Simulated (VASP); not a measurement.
Write the native input for VASP 6.6.1 that does the following.

* Task: single point
* Functional: PBE
* Potentials or basis: VASP PAW PBE potentials, release 64 (K_sv, S)
* Cutoff: 500 eV
* k mesh: 8 × 8 × 8
* Occupations: gaussian, width 0.05 eV
* Spin: no spin polarisation
* Dipole correction: no
* Further INCAR settings: ALGO = Normal; EDIFF = 1e-06; NBANDS = 19

The structure of K2S lies in POSCAR:

```
K2S
1.0
    0.0000000000      3.7805690356      3.7805690356
    3.7805690356      0.0000000000      3.7805690356
    3.7805690356      3.7805690356      0.0000000000
K S
2 1
Direct
    0.2500000000      0.2500000000      0.2500000000
    0.7500000000      0.7500000000      0.7500000000
    0.0000000000      0.0000000000      0.0000000000
```

One way to write it, as run:

INCAR

```
SYSTEM = K2S
ALGO = Normal
EDIFF = 1E-6
ENCUT = 500
GGA = PE
GGA_COMPAT = .False.
ISIF = 2
ISMEAR = 0
LASPH = .True.
LCHARG = .False.
LREAL = .False.
LWAVE = .False.
NBANDS = 19
NELM = 120
PREC = Accurate
SIGMA = 0.05
```

KPOINTS

```
k-points
0
Gamma
  8 8 8
  0 0 0
```

Potentials or basis: VASP PAW PBE potentials, release 64 (K_sv, S).

Command:

```sh
$ cat potpaw_PBE.64/K_sv/POTCAR potpaw_PBE.64/S/POTCAR > POTCAR
$ mpirun -np 1 vasp_std > vasp.out
```

Results of the run:

```yaml
Pressure: -0.6 GPa
Band_gap_on_the_k_mesh: 2.22 eV (least direct gap 2.37 eV)
```

Run time: 84 s on 1 thread of Intel(R) Xeon(R) Platinum 8488C (Sapphire Rapids), on a shared host, peak memory 0.25 GiB.
